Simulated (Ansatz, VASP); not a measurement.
**InO: VASP beside Ansatz**

File INCAR:

```
PREC = Accurate ; ENCUT = 520
EDIFF = 1E-6 ; ISMEAR = 0
SIGMA = 0.03 ; LREAL = F
LASPH = T ; NELM = 100
ALGO = Normal ; ISIF = 2
LWAVE = F ; LCHARG = T
GGA = PE ; LELF = T
LVHAR = T ; NBANDS = 27
```

KPOINTS

```
regular mesh
0
Gamma
  12 12 2
```

POSCAR

```
InO
1.0
    3.3154692493      0.0000000000      0.0000000000
   -1.6577346247      2.8712805953      0.0000000000
    0.0000000000      0.0000000000     16.5121840000
In O
2 2
Direct
    0.6666666667      0.3333333333      0.5900210000
    0.6666666667      0.3333333333      0.4099790000
    0.0000000000      0.0000000000      0.6398670000
    0.0000000000      0.0000000000      0.3601330000
```

Input for Ansatz:

```yaml
crystal:
  lattice:
    - [3.3154692493, 0.0, 0.0]
    - [-1.6577346247, 2.8712805953, 0.0]
    - [0.0, 0.0, 16.512184]
  atoms:
    - { symbol: In, position: [0.6666666667, 0.3333333333, 0.590021] }
    - { symbol: In, position: [0.6666666667, 0.3333333333, 0.409979] }
    - { symbol: O, position: [0.0, 0.0, 0.639867] }
    - { symbol: O, position: [0.0, 0.0, 0.360133] }
basis:
  ecutwfc: 420
kpoints:
  mp_grid: { grid: [12, 12, 2] }
hamiltonian:
  xc: pbe
scf:
  occupations: { method: gaussian, width: 0.03 }
output:
  forces: true
  stress: true
  eigenvalues: true
```

Change from the starting cell: strain -0.040 along x and y, +0.040 along z, atoms carried along.

Alike in both runs: task single point; functional PBE; k mesh 12 × 12 × 2; occupations gaussian, width 0.03 eV; no spin polarisation.

```csv
,VASP,Ansatz
version,VASP 6.6.1,Ansatz 0.2.0
potentials or method,"VASP PAW PBE potentials, release 64 (In_d, O), cutoff 520 eV","scalar-relativistic, plane waves, PAW"
valence electrons in the cell,38,38
```

```csv
,VASP,Ansatz,Ansatz less VASP
gap on the k mesh at the Fermi level (eV),0.11,0.12,+0.006
least direct gap on the mesh (eV),1.33,1.34,+0.011
rms of the force components (eV/Å),0.475,0.452,-0.0225
```

Atom by atom the forces differ by 0.024 eV/Å (rms over components).
